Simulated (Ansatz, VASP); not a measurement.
**Bi2O in VASP and in Ansatz**

INCAR

```
PREC = Accurate ; ENCUT = 520
EDIFF = 1E-6 ; ISMEAR = 0
SIGMA = 0.1 ; LREAL = False
LASPH = True ; NELM = 80
ALGO = Normal ; ISIF = 2
LWAVE = False ; LCHARG = False
GGA = PE ; NBANDS = 45
```

File KPOINTS:

```
regular mesh
0
Gamma
  4 6 4
```

Contents of POSCAR:

```
Bi2O
1.0
    6.7591761267      0.0000000000      0.0000000000
    0.0000000000      3.4916434667      0.0000000000
   -0.2901481352      0.0000000000      6.3884982510
Bi O
4 2
Direct
    0.2430599031      0.2484646834      0.1591562204
    0.2430599031      0.7515353166      0.6591562204
    0.6670765926      0.6612232485      0.3639552073
    0.6670765926      0.3387767515      0.8639552073
    0.0897622574      0.7315093515      0.9776579379
    0.0897622574      0.2684906485      0.4776579379
```

Input for Ansatz:

```yaml
crystal:
  lattice:
    - [6.7591761267, 0.0, 0.0]
    - [0.0, 3.4916434667, 0.0]
    - [-0.2901481352, 0.0, 6.388498251]
  atoms:
    - { symbol: Bi, position: [0.2430599031, 0.2484646834, 0.1591562204] }
    - { symbol: Bi, position: [0.2430599031, 0.7515353166, 0.6591562204] }
    - { symbol: Bi, position: [0.6670765926, 0.6612232485, 0.3639552073] }
    - { symbol: Bi, position: [0.6670765926, 0.3387767515, 0.8639552073] }
    - { symbol: O, position: [0.0897622574, 0.7315093515, 0.9776579379] }
    - { symbol: O, position: [0.0897622574, 0.2684906485, 0.4776579379] }
basis:
  ecutwfc: 420
kpoints:
  mp_grid: { grid: [4, 6, 4] }
hamiltonian:
  xc: pbe
scf:
  occupations: { method: gaussian, width: 0.1 }
  lower_state_search: "off"
output:
  forces: true
  stress: true
  eigenvalues: true
```

Change from the starting cell: the structure that the rattled cell fell into.

Alike in both runs: task single point; functional PBE; k mesh 4 × 6 × 4; occupations gaussian, width 0.1 eV; no spin polarisation.

|  | VASP | Ansatz |
| --- | --- | --- |
| version | VASP 6.6.1 | Ansatz 0.2.0 |
| potentials or method | VASP PAW PBE potentials, release 64 (Bi_d, O), cutoff 520 eV | scalar-relativistic, plane waves, PAW |
| valence electrons in the cell | 72 | 72 |

VASP gave:

```
gap on the k mesh at the Fermi level (eV)                     : none
pressure (GPa)                                                : 0.4
traceless stress, the component that is largest in VASP (GPa) : 0.36
rms of the force components (eV/Å)                            : 0.012
```

Q: Which values does Ansatz return?

A: gap on the k mesh at the Fermi level (eV): none; pressure (GPa): 0.4; traceless stress, the component that is largest in VASP (GPa): 0.42; rms of the force components (eV/Å): 0.008.

Atom by atom the forces differ by 0.014 eV/Å (rms over components). A gap of «none» marks a metal or a gap that the smearing closes.

Neither program's run includes spin-orbit coupling.
